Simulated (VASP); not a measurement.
# Ge (P6/mmm) in VASP: a series of runs, part 2 of 2

VASP 6.6.1. Earlier steps stand in the parts before.

## Step 3: Single point, PBE

File INCAR:

```
PREC = Accurate
ENCUT = 520
EDIFF = 1E-7
ISMEAR = -1
SIGMA = 0.08
LREAL = False
LASPH = True
NELM = 80
ALGO = Normal
ISIF = 2
LWAVE = False
LCHARG = True
GGA = PE
LELF = True
LVHAR = True
NBANDS = 28
```

File KPOINTS:

```
regular mesh
0
Gamma
  9 9 12
```

File POSCAR:

```
Ge
1.0
    4.3239021565      0.0000000000      0.0000000000
   -2.1619510782      3.7446091110      0.0000000000
    0.0000000000      0.0000000000      2.5447563758
Ge
3
Direct
    0.0000000000      0.0000000000      0.0000000000
    0.3333333333      0.6666666667      0.5000000000
    0.6666666667      0.3333333333      0.5000000000
```

Potentials or basis: VASP PAW PBE potentials, release 64 (Ge_d).

The run is started by

```bash
$ cat potpaw_PBE.64/Ge_d/POTCAR > POTCAR
$ mpirun -np 1 vasp_std > vasp.out
```

OUTCAR:

```text
PREC = Accurate
   ENCUT = 520
   EDIFF = 1E-7
   ISMEAR = -1
   LREAL = False
   LASPH = True
   NELM = 80
   ISIF = 2
   GGA = PE

 ion  position               nearest neighbor table
   1  0.000  0.000  0.000-   2 2.80   3 2.80   2 2.80   3 2.80   2 2.80   2 2.80   3 2.80   3 2.80
                             3 2.80   3 2.80   2 2.80   2 2.80
   2  0.333  0.667  0.500-   3 2.50   3 2.50   3 2.50   1 2.80   1 2.80   1 2.80   1 2.80   1 2.80
                             1 2.80
   3  0.667  0.333  0.500-   2 2.50   2 2.50   2 2.50   1 2.80   1 2.80   1 2.80   1 2.80   1 2.80
                             1 2.80

  LATTYP: Found a hexagonal cell.
 ALAT       =     4.3239021565
 C/A-ratio  =     0.5885323681

  Lattice vectors:

 A1 = (   4.3239021565,   0.0000000000,   0.0000000000)
 A2 = (  -2.1619510782,   3.7446091110,   0.0000000000)
 A3 = (   0.0000000000,   0.0000000000,   2.5447563758)

Analysis of symmetry for initial positions (statically):
=====================================================================
 Subroutine PRICEL returns:
 Original cell was already a primitive cell.
[... 164 lines left out ...]
  ---------------------------------------------------
  ext. energy  EPLUGINS =         0.00000000
  ---------------------------------------------------
  free energy    TOTEN  =       -10.77549467 eV

  energy without entropy =      -10.75477885  energy(sigma->0) =      -10.76513676

 E-fermi :  10.8431     XC(G=0): -12.9820

 val. band max:       10.8144534958   @ k =   0.3333   0.2222   0.4167
 cond. band min:      10.9008367994   @ k =   0.1111   0.0000   0.4167
 fundamental gap:      0.0863833035
 Fermi energy:        10.8431227927

 k-point     1 :       0.0000    0.0000    0.0000
  band No.  band energies     occupation
      1     -14.4645      2.00000
      2     -14.3566      2.00000
      3     -14.2689      2.00000
      4     -14.2689      2.00000
      5     -14.2389      2.00000
      6     -14.2044      2.00000
[... 733 lines left out ...]
     27      18.9436      0.00000
     28      22.3275      0.00000

 [... further k-points ...]
[... 5 lines left out ...]
  --------------------------------------------------------------------------------------
  -------------------------------------------------------------------------------------
  Total       12.3577713     12.3577713     12.3625865      0.0000000      0.0000000      0.0000000
  in kB      480.5318473    480.5318473    480.7190898      0.0000000      0.0000000      0.0000000
  external PRESSURE =     480.5942614 kB  Pullay stress =       0.0000000 kB

 VOLUME and BASIS-vectors are now :
 -----------------------------------------------------------------------------
  energy-cutoff  :      520.00
  volume of cell :       41.20
      direct lattice vectors                 reciprocal lattice vectors
     4.323902156  0.000000000  0.000000000     0.231272578  0.133525285  0.000000000
    -2.161951078  3.744609111  0.000000000     0.000000000  0.267050571  0.000000000
     0.000000000  0.000000000  2.544756376     0.000000000  0.000000000  0.392964926

 POSITION                                       TOTAL-FORCE (eV/Angst)
 -----------------------------------------------------------------------------------
      0.00000      0.00000      0.00000        -0.000000      0.000000      0.000000
     -0.00000      2.49641      1.27238         0.000000     -0.000000      0.000000
      2.16195      1.24820      1.27238        -0.000000      0.000000      0.000000
 -----------------------------------------------------------------------------------
    total drift:                               -0.000000      0.000000      0.000000

  FREE ENERGIE OF THE ION-ELECTRON SYSTEM (eV)
  ---------------------------------------------------
  free  energy   TOTEN  =       -10.7754946717 eV

  energy  without entropy=      -10.7547788505  energy(sigma->0) =      -10.76513676
```

OSZICAR:

```text
N       E                     dE             d eps       ncg     rms          rms(c)
DAV:   1     0.279476726247E+03    0.27948E+03   -0.20439E+04  5668   0.465E+03
DAV:   2     0.299778300329E+02   -0.24950E+03   -0.24291E+03  4704   0.638E+02
DAV:   3    -0.949946329165E+01   -0.39477E+02   -0.38955E+02  5056   0.168E+02
DAV:   4    -0.108678734136E+02   -0.13684E+01   -0.13625E+01  5596   0.382E+01
DAV:   5    -0.108862057112E+02   -0.18332E-01   -0.18329E-01  5240   0.445E+00    0.371E+00
DAV:   6    -0.108154607127E+02    0.70745E-01   -0.40912E-02  7524   0.909E+00    0.210E+00
DAV:   7    -0.107762831084E+02    0.39178E-01   -0.43720E-02  7580   0.435E+00    0.149E-01
DAV:   8    -0.107754770461E+02    0.80606E-03   -0.58680E-03  6872   0.300E+00    0.724E-02
DAV:   9    -0.107754908994E+02   -0.13853E-04   -0.90838E-04  6760   0.816E-01    0.376E-02
DAV:  10    -0.107754992897E+02   -0.83903E-05   -0.10155E-04  5088   0.131E-01    0.141E-02
DAV:  11    -0.107754946226E+02    0.46672E-05   -0.90829E-06  7024   0.804E-02    0.220E-03
DAV:  12    -0.107754946286E+02   -0.60363E-08   -0.21890E-06  5232   0.188E-02    0.178E-03
DAV:  13    -0.107754946717E+02   -0.43059E-07   -0.12746E-07  3040   0.308E-02
   1 F= -.10775495E+02 E0= -.10765137E+02  d E =-.207158E-01
```

stdout:

```text
POSCAR found type information on POSCAR Ge
 POSCAR found :  1 types and       3 ions
 scaLAPACK will be used
 LDA part: xc-table for (Slater+PW92), standard interpolation
 POSCAR, INCAR and KPOINTS ok, starting setup
 FFT: planning ... GRIDC
 FFT: planning ... GRID_SOFT
 FFT: planning ... GRID
 WAVECAR not read
 entering main loop
```

It took 73 s on 1 thread of AMD EPYC 7R43 (Zen 3), shared host; peak memory 0.16 GiB.

What came out:

| Item | Value |
| --- | --- |
| Free energy | -10.7755 eV |
| Pressure | 48.1 GPa |
| Band gap on the k mesh | zero (band 21 reaches 14.24 eV, above the bottom of band 22 at 6.15 eV) |

## Step 4: Relaxation of cell and atoms, PBE, target pressure 48 GPa, at which the enthalpy is minimised

File INCAR:

```
SYSTEM = Ge
  PREC = Accurate
  ENCUT = 600
  EDIFF = 1E-6
  ISMEAR = -1
  SIGMA = 0.08
  LREAL = .FALSE.
  LASPH = .TRUE.
  NELM = 80
  ALGO = Normal
  ISIF = 3
  LWAVE = .FALSE.
  LCHARG = .FALSE.
  GGA = PE
  IBRION = 2
  NSW = 32
  EDIFFG = -0.005
  PSTRESS = 480.0
```

File KPOINTS:

```
Automatic mesh
0
G
  9 9 12
  0 0 0
```

File POSCAR:

```
Ge
1.0
    4.3232999541      0.0000000000      0.0000000000
   -2.1616499770      3.7440875884      0.0000000000
    0.0000000000      0.0000000000      2.5444771166
Ge
3
Direct
    0.0000000000      0.0000000000      0.0000000000
    0.3333333333      0.6666666667      0.5000000000
    0.6666666667      0.3333333333      0.5000000000
```

The run is started by

```bash
$ cat potpaw_PBE.64/Ge_d/POTCAR > POTCAR
$ mpirun -np 1 vasp_std > vasp.out
```

It took 2 min on 1 thread of Intel Xeon Platinum 8259CL at 2.50GHz (Skylake/Cascade Lake), shared host; peak memory 0.22 GiB.

The run converged. Its results:

```yaml
Free_energy: -10.7859 eV
Relaxed_volume: 13.75 Å³/atom
Relaxed_cell: a = 4.325 Å, b = 4.325 Å, c = 2.546 Å, α = 90.00°, β = 90.00°, γ = 120.00°
Space_group_after_relaxing_to_0.05_Å: P6/mmm (No. 191)
Energy_change_on_relaxing_the_enthalpy_is_what_falls: -5.0 meV/atom
Ionic_steps: 3
Pressure_after_relaxing: 48.0 GPa
Band_gap_on_the_k_mesh: zero (band 21 reaches 14.23 eV, above the bottom of band 22 at 6.14 eV)
```

Step by step:
```csv
step,energy change (eV),largest force (eV/Å),pressure (GPa),volume (Å³)
1,0.0000,0.0000,48.36,41.19
2,-0.0550,0.0000,47.03,41.37
3,-0.0150,0.0000,48.05,41.24
```

Final structure:
```
CELL_PARAMETERS angstrom
4.32503 0.00000 0.00000
-2.16251 3.74558 0.00000
0.00000 0.00000 2.54553
ATOMIC_POSITIONS crystal
Ge 0.00000 0.00000 0.00000
Ge 0.33333 0.66667 0.50000
Ge 0.66667 0.33333 0.50000
```

Levels at points of the mesh, in eV from the Fermi level:
```
           k point  band 17  band 18  band 19  band 20  band 21  band 22  band 23  band 24  band 25
(0.00, 0.00, 0.00)    -6.49    -6.25    -4.81    -4.81    -4.69    -4.69     5.62     9.67    12.52
(0.00, 0.00, 0.50)    -9.81    -1.15    -1.06    -0.97    -0.97    -0.49    -0.17     0.80     0.80
```

Caveat: the cell is relaxed towards a set pressure, so the enthalpy falls and the energy may rise.

## Step 5: Summary

| task | cell | cutoff (eV) | gap on the mesh (eV) | pressure (GPa) |
| --- | --- | --- | --- | --- |
| single point | a = 4.323, b = 4.323, c = 2.544 Å, angles 90.0, 90.0, 120.0°, 3 atoms | 520 | none | 48.2 |
| single point | a = 4.324, b = 4.324, c = 2.545 Å, angles 90.0, 90.0, 120.0°, 3 atoms | 520 | none | 48.1 |
| relaxation of cell and atoms | relaxed to 48 GPa from a = 4.323, b = 4.323, c = 2.544 Å, angles 90.0, 90.0, 120.0°, 3 atoms | 600 | none | 48.0 |

Alike in all rows: level PBE; potentials or basis VASP PAW PBE potentials, release 64 (Ge_d); no spin polarisation; k mesh 9 × 9 × 12; smearing fermi-dirac 0.08 eV.

Caveats: the cell is relaxed towards a set pressure, so the enthalpy falls and the energy may rise (some runs).

Total energies depend on the potentials used, so only differences within one code and one set of settings carry meaning.
